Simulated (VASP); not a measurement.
AlSn:

```xyz
2
Lattice="4.1981 0.0000 0.0000 -2.0991 3.6357 0.0000 0.0000 0.0000 3.3068" Properties=species:S:1:pos:R:3 pbc="T T T"
Sn    0.0000    2.4238    1.6534
Al    0.0000    0.0000    0.0000
```

```yaml
Program: VASP 6.6.1
Task: relaxation of cell and atoms
Functional: RPBE
Potentials_or_basis: VASP PAW PBE potentials, release 64 (Sn_d, Al)
Cutoff: 600 eV
k_mesh: 7 × 7 × 8
Occupations: fermi-dirac, width 0.05 eV
Spin: no spin polarisation
```

At the start: pressure 1.4 GPa; volume 25.24 Å³/atom.

Q: Where does the relaxation end?

A: Over 8 steps the energy falls by 3.1 meV/atom and the volume is 25.95 Å³/atom (+2.8 %); space group P-6m2 (No. 187, to 0.05 Å).

The path:
| step | energy change (eV) | largest force (eV/Å) | pressure (GPa) | volume (Å³) |
| --- | --- | --- | --- | --- |
| 1 | 0.0000 | 0.0000 | 1.45 | 50.47 |
| 2 | -0.0059 | 0.0000 | 0.00 | 52.16 |
| 3 | -0.0060 | 0.0000 | -0.13 | 52.09 |
| 4 | -0.0062 | 0.0000 | -0.05 | 51.94 |
| 5 | -0.0062 | 0.0000 | 0.06 | 51.81 |
| 6 | -0.0062 | 0.0000 | -0.01 | 51.87 |
| 7 | -0.0062 | 0.0000 | -0.01 | 51.89 |
| 8 | -0.0063 | 0.0000 | 0.04 | 51.90 |

Final structure:
```
CELL_PARAMETERS angstrom
4.23789 0.00000 0.00000
-2.11895 3.67012 0.00000
0.00000 0.00000 3.33688
ATOMIC_POSITIONS crystal
Sn 0.33333 0.66667 0.50000
Al 0.00000 0.00000 0.00000
```

Caveat: the PAW data sets were made with another functional, which shifts forces and pressure a little.
